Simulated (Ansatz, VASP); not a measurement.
**Two plane-wave programs on Ni**

```
Ni
1.0
     2.50940    0.00000    0.00000
    -1.25470    2.17321    0.00000
     0.00000    0.00000    4.13918
Ni
2
Direct
  0.33333 0.66667 0.25000
  0.66667 0.33333 0.75000
```

Alike in both runs: task single point; functional r2SCAN; k mesh 17 × 17 × 9; occupations fermi-dirac, width 0.1 eV; no spin polarisation.

```csv
,VASP,Ansatz
version,VASP 6.6.1,Ansatz 0.2.0
potentials or method,"VASP PAW PBE potentials, release 64 (Ni), cutoff 520 eV","plane waves (500 eV) with PAW, scalar-relativistic"
valence electrons in the cell,20,36
```

```csv
,VASP,Ansatz,Ansatz less VASP
pressure (GPa),-13.8,-14.5,-0.62
"traceless stress, the component that is largest in VASP (GPa)",-0.10,0.05,+0.142
```

VASP's potentials were made for PBE, not for r2SCAN. With one functional, cell and mesh, what is left measures potentials, basis and numerics. VASP's potentials hold 20 valence electrons a cell and Ansatz's 36, so a difference there can come from the potentials and not from the codes.
